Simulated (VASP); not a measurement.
# Be4S (R-3m) in VASP: further runs

The runs below take Be4S through single point, relaxation of cell and atoms, with PBE.

All numbers are computed with VASP 6.6.1; they aren't measurements. Logs are shortened: lines on timing, memory, paths and dates and some standing lists are left out, and cuts for length are marked.

### 1 The cell of the first run

The structure is trigonal, space group R-3m (No. 166). The conventional cell has a = 4.405 Å, b = 4.405 Å, c = 10.622 Å, α = 90.00°, β = 90.00°, γ = 120.00°. Be (site symmetry 2/m) has 6 Be at 2.18 to 2.20 Å and 2 S at 2.20 Å within 2.9 Å. Within 2.9 Å of Be (site symmetry -3m) lie 6 Be at 2.18 Å. Within 2.9 Å of S (site symmetry -3m) lie 6 Be at 2.20 Å.

### 2 Single point, PBE

File INCAR:

```
SYSTEM = Be4S
ALGO = Normal
EDIFF = 1E-6
ENCUT = 520
GGA = PE
ISIF = 2
ISMEAR = 0
LASPH = .True.
LCHARG = .False.
LREAL = .False.
LWAVE = .False.
NBANDS = 15
NELM = 80
PREC = Accurate
SIGMA = 0.1
```

File KPOINTS:

```
k-points
0
Gamma
  6 6 6
  0 0 0
```

File POSCAR:

```
Be4S
1.0
    2.2023594900      1.2715328400      3.5408214400
   -2.2023594900      1.2715328400      3.5408214400
    0.0000000000     -2.5430656900      3.5408214400
Be S
4 1
Direct
    0.5000000000      0.5000000000      0.0000000000
    0.0000000000      0.5000000000      0.5000000000
    0.5000000000      0.0000000000      0.5000000000
    0.5000000000      0.5000000000      0.5000000000
    0.0000000000      0.0000000000      0.0000000000
```

Potentials or basis: VASP PAW PBE potentials, release 64 (Be, S).

Launch:

```sh
$ cat potpaw_PBE.64/Be/POTCAR potpaw_PBE.64/S/POTCAR > POTCAR
$ mpirun -np 1 vasp_std > vasp.out
```

OUTCAR:

```text
SYSTEM = Be4S
   EDIFF = 1E-6
   ENCUT = 520
   GGA = PE
   ISIF = 2
   ISMEAR = 0
   LASPH = .True.
   LREAL = .False.
   NELM = 80
   PREC = Accurate

 ion  position               nearest neighbor table
   1  0.500  0.500  0.000-   4 2.18   4 2.18   3 2.20   2 2.20   3 2.20   2 2.20   5 2.20   5 2.20

   2  0.000  0.500  0.500-   4 2.18   4 2.18   5 2.20   5 2.20   1 2.20   1 2.20   3 2.20   3 2.20

   3  0.500  0.000  0.500-   4 2.18   4 2.18   5 2.20   1 2.20   1 2.20   5 2.20   2 2.20   2 2.20

   4  0.500  0.500  0.500-   2 2.18   3 2.18   3 2.18   2 2.18   1 2.18   1 2.18
   5  0.000  0.000  0.000-   2 2.20   3 2.20   2 2.20   3 2.20   1 2.20   1 2.20

  LATTYP: Found a trigonal (rhomboedric) cell.
 ALAT       =     4.3594265169
 COS(alpha) =     0.4895564825

  Lattice vectors:

 A1 = (   2.2023594900,   1.2715328400,   3.5408214400)
 A2 = (  -2.2023594900,   1.2715328400,   3.5408214400)
 A3 = (   0.0000000000,  -2.5430656900,   3.5408214400)

Analysis of symmetry for initial positions (statically):
=====================================================================
 Subroutine PRICEL returns:
 Original cell was already a primitive cell.

 Routine SETGRP: Setting up the symmetry group for a
 trigonal (rhombohedral) supercell.

 Subroutine GETGRP returns: Found 12 space group operations
 (whereof 12 operations were pure point group operations)
 out of a pool of 12 trial point group operations.

The static configuration has the point symmetry D_3d.

Analysis of symmetry for dynamics (positions and initial velocities):
=====================================================================
 Subroutine PRICEL returns:
 Original cell was already a primitive cell.

 Routine SETGRP: Setting up the symmetry group for a
 trigonal (rhombohedral) supercell.

 Subroutine GETGRP returns: Found 12 space group operations
 (whereof 12 operations were pure point group operations)
 out of a pool of 12 trial point group operations.

The dynamic configuration has the point symmetry D_3d.

 Subroutine INISYM returns: Found 12 space group operations
 (whereof 12 operations are pure point group operations),
 and found     1 'primitive' translations

----------------------------------------------------------------------------------------

                                     Primitive cell

  volume of cell :      59.4937

  direct lattice vectors                    reciprocal lattice vectors
     2.202359490  1.271532840  3.540821440     0.227029239  0.131075393  0.094140114
    -2.202359490  1.271532840  3.540821440    -0.227029239  0.131075393  0.094140114
     0.000000000 -2.543065690  3.540821440     0.000000000 -0.262150785  0.094140114

  length of vectors
     4.359426517  4.359426517  4.359426519     0.278541550  0.278541550  0.278541550

  position of ions in fractional coordinates (direct lattice)
     0.500000000  0.500000000  1.000000000
     0.000000000  0.500000000  0.500000000
     0.500000000  0.000000000  0.500000000
     0.500000000  0.500000000  0.500000000
     0.000000000  0.000000000  0.000000000

  ion indices of the primitive-cell ions
   primitive index   ion index
                 1           1
                 2           2
                 3           3
                 4           4
                 5           5

----------------------------------------------------------------------------------------

 KPOINTS: k-points

Automatic generation of k-mesh.
 Grid dimensions read from file:
 generate k-points for:    6    6    6

 Generating k-lattice:

  Cartesian coordinates                     Fractional coordinates (reciprocal lattice)
     0.037838207  0.021845899  0.015690019     0.166666667  0.000000000 -0.000000000
    -0.037838207  0.021845899  0.015690019     0.000000000  0.166666667 -0.000000000
     0.000000000 -0.043691798  0.015690019     0.000000000  0.000000000  0.166666667

  Length of vectors
     0.046423592  0.046423592  0.046423592

  Shift w.r.t. Gamma in fractional coordinates (k-lattice)
     0.000000000  0.000000000  0.000000000

 Subroutine IBZKPT returns following result:
 ===========================================

 Found     32 irreducible k-points:

 Following reciprocal coordinates:
            Coordinates               Weight
  0.000000  0.000000  0.000000      1.000000
  0.166667  0.000000 -0.000000      6.000000
  0.333333  0.000000 -0.000000      6.000000
  0.500000  0.000000 -0.000000      3.000000
  0.166667  0.166667 -0.000000      6.000000
  0.333333  0.166667 -0.000000     12.000000
[... 16 lines left out ...]
  0.500000  0.500000  0.166667      6.000000
 -0.333333  0.500000  0.166667     12.000000
 [... further k-points ...]
   k-points           NKPTS =     32   k-points in BZ     NKDIM =     32   number of bands    NBANDS=     15
   number of dos      NEDOS =    301   number of ions     NIONS =      5
   total plane-waves  NPLWV =  32768
   dimension x,y,z NGX =    32 NGY =   32 NGZ =   32
   dimension x,y,z NGXF=    64 NGYF=   64 NGZF=   64
   ions per type =               4   1
   NGX,Y,Z   is equivalent  to a cutoff of  12.20, 12.20, 12.20 a.u.
   NGXF,Y,Z  is equivalent  to a cutoff of  24.41, 24.41, 24.41 a.u.
 SYSTEM =  Be4S
   PREC   = accura    normal or accurate (medium, high low for compatibility)
   ISTART =      0    job   : 0-new  1-cont  2-samecut
   ICHARG =      2    charge: 1-file 2-atom 10-const
   ISPIN  =      1    spin polarized calculation?
   LNONCOLLINEAR =      F non collinear calculations
   LSORBIT =      F    spin-orbit coupling
   LASPH  =      T    aspherical Exc in radial PAW
   ENCUT  =  520.0 eV  38.22 Ry    6.18 a.u.   8.11  8.11  8.11*2*pi/ulx,y,z
   NELM   =     80;   NELMIN=  2; NELMDL= -5     # of ELM steps
   EDIFF  = 0.1E-05   stopping-criterion for ELM
   LREAL  =      F    real-space projection
   EDIFFG = 0.1E-04   stopping-criterion for IOM
   NSW    =      0    number of steps for IOM
   IBRION =     -1    ionic relax: 0-MD 1-quasi-New 2-CG
   NFREE  =      0    steps in history (QN), initial steepest desc. (CG)
   ISIF   =      2    stress and relaxation
   ISYM   =      2    0-nonsym 1-usesym 2-fastsym
   POTIM  = 0.5000    time-step for ionic-motion
   TEBEG  =    0.0;   TEEND  =   0.0 temperature during run
   PSTRESS=    0.0 pullay stress
   NELECT =      14.0000    total number of electrons
   NUPDOWN=      -1.0000    fix difference up-down
   EMIN   =  10.00;   EMAX   =-10.00  energy-range for DOS
   EFERMI =   0.00;   METHOD = LEGACY
   ISMEAR =     0;   SIGMA  =   0.10  broadening in eV -4-tet -1-fermi 0-gaus
   EFERMI_NEDOS =   21; number of points for ismear=-14 and -15
   IALGO  =     38    algorithm
   IMIX   =      4    mixing-type and parameters
     AMIX     =   0.40;   BMIX     =  1.00
     AMIX_MAG =   1.60;   BMIX_MAG =  1.00
  volume/ion in A,a.u.               =      11.90        80.30
  Fermi-wavevector in a.u.,A,eV,Ry     =   1.010711  1.909968 13.898861  1.021537
  Thomas-Fermi vector in A             =   2.143717
   LORBIT       =      0    0 simple, 1 ext, 2 COOP (PROOUT), +10 PAW based schemes
   GGA     = PE    functional components
   LHFCALC =     F    Hartree Fock is set to
   AEXX    =    0.0000 exact exchange contribution
   IVDW    =     0    specifies the selected vdW correction
   LEPSILON=     F    determine dielectric tensor
   LRPA    =     F    only Hartree local field effects (RPA)
 non-spin polarized calculation
 Gauss-broadening in eV      SIGMA  =   0.10
  energy-cutoff  :      520.00
  volume of cell :       59.49
 maximum number of plane-waves:      1630
   NGX = 17   NGY = 17   NGZ = 17

 number of electron      13.9999999 magnetization

 Free energy of the ion-electron system (eV)
  ---------------------------------------------------
  ext. energy  EPLUGINS =         0.00000000
  ---------------------------------------------------
  free energy    TOTEN  =       -16.38577422 eV

  energy without entropy =      -16.37618093  energy(sigma->0) =      -16.38097758

 E-fermi :   5.2192     XC(G=0):  -9.7178

 val. band max:        5.2071328657   @ k =   0.3333   0.3333   0.3333
 cond. band min:       5.2333815166   @ k =  -0.3333   0.3333   0.3333
 fundamental gap:      0.0262486509
 Fermi energy:         5.2191885428

 k-point     1 :       0.0000    0.0000    0.0000
  band No.  band energies     occupation
      1      -9.7623      2.00000
      2      -1.1098      2.00000
      3      -1.1098      2.00000
      4       0.2989      2.00000
      5       0.8718      2.00000
      6       2.6749      2.00000
      7       6.3522      0.00000
      8       6.7505      0.00000
      9       6.7505      0.00000
     10       7.2681      0.00000
     11       7.2681      0.00000
     12       8.6960      0.00000
     13      11.2106      0.00000
     14      11.2106      0.00000
     15      11.7269      0.00000

 k-point     2 :       0.1667    0.0000   -0.0000
  band No.  band energies     occupation
      1      -9.6821      2.00000
      2      -2.0557      2.00000
      3      -1.0677      2.00000
      4       0.8343      2.00000
      5       1.3792      2.00000
      6       2.5483      2.00000
      7       5.4922      0.00011
      8       6.1631      0.00000
      9       6.3828      0.00000
     10       7.4887      0.00000
     11       8.4086      0.00000
     12       9.1422      0.00000
     13      12.0639      0.00000
     14      12.3244      0.00000
     15      12.5974      0.00000
[... 365 lines left out ...]
      3      -1.4158      2.00000
      4      -0.7370      2.00000
      5       0.7108      2.00000
      6       4.1097      2.00000
      7       4.2476      2.00000
      8       6.5248      0.00000
      9       7.1191      0.00000
     10       9.6414      0.00000
     11      10.1851      0.00000
     12      10.3215      0.00000
     13      10.9582      0.00000
     14      13.6301      0.00000
     15      14.8937      0.00000

 k-point    24 :      -0.3333    0.5000    0.1667
  band No.  band energies     occupation
      1      -9.2916      2.00000
      2      -2.7749      2.00000
      3      -2.0940      2.00000
      4      -0.0869      2.00000
      5       1.2160      2.00000
      6       4.0646      2.00000
      7       4.1795      2.00000
      8       6.4715      0.00000
      9       7.7025      0.00000
     10       8.5896      0.00000
     11       8.8616      0.00000
     12      11.2745      0.00000
     13      11.8883      0.00000
     14      13.9903      0.00000
     15      14.5431      0.00000

 [... further k-points ...]
[... 5 lines left out ...]
  --------------------------------------------------------------------------------------
  -------------------------------------------------------------------------------------
  Total        0.3628896      0.3628896      2.8795112      0.0000000     -0.0000000      0.0000000
  in kB        9.7726886      9.7726885     77.5458016      0.0000000     -0.0000001      0.0000000
  external PRESSURE =      32.3637262 kB  Pullay stress =       0.0000000 kB

 VOLUME and BASIS-vectors are now :
 -----------------------------------------------------------------------------
  energy-cutoff  :      520.00
  volume of cell :       59.49
      direct lattice vectors                 reciprocal lattice vectors
     2.202359490  1.271532840  3.540821440     0.227029239  0.131075393  0.094140114
    -2.202359490  1.271532840  3.540821440    -0.227029239  0.131075393  0.094140114
     0.000000000 -2.543065690  3.540821440     0.000000000 -0.262150785  0.094140114

 POSITION                                       TOTAL-FORCE (eV/Angst)
 -----------------------------------------------------------------------------------
      0.00000      1.27153      3.54082         0.000000     -0.000000      0.000000
     -1.10118     -0.63577      3.54082         0.000000     -0.000000     -0.000000
      1.10118     -0.63577      3.54082         0.000000     -0.000000      0.000000
      0.00000     -0.00000      5.31123         0.000000      0.000000      0.000000
      0.00000      0.00000      0.00000         0.000000     -0.000000     -0.000000
 -----------------------------------------------------------------------------------
    total drift:                               -0.000000     -0.000000     -0.000000

  FREE ENERGIE OF THE ION-ELECTRON SYSTEM (eV)
  ---------------------------------------------------
  free  energy   TOTEN  =       -16.3857742239 eV

  energy  without entropy=      -16.3761809268  energy(sigma->0) =      -16.38097758
```

Run time: 8.1 s. Hardware: 1 thread of Intel Xeon 6975P-C (Granite Rapids), shared host; peak memory 0.17 GiB.

Results:

- Free energy: -16.3858 eV
- Pressure: 3.2 GPa
- Band gap on the k mesh: zero (band 7 reaches 6.35 eV, above the bottom of band 8 at 4.67 eV)

Levels at points of the mesh, in eV from the Fermi level:
| k point | band 4 | band 5 | band 6 | band 7 | band 8 | band 9 | band 10 | band 11 |
| --- | --- | --- | --- | --- | --- | --- | --- | --- |
| (0.00, 0.00, 0.00) | -4.92 | -4.35 | -2.54 | 1.13 | 1.53 | 1.53 | 2.05 | 2.05 |
| (0.50, 0.00, 0.00) | -4.45 | -3.48 | -1.61 | -0.59 | -0.21 | 1.99 | 2.60 | 3.16 |
| (0.50, 0.50, 0.00) | -5.40 | -4.72 | -2.09 | 0.25 | 2.18 | 2.85 | 3.21 | 3.44 |
| (0.50, 0.50, 0.50) | -6.41 | -3.90 | -3.20 | -0.29 | -0.29 | 1.26 | 5.77 | 5.77 |

(Part 1 of 2 ends here.)
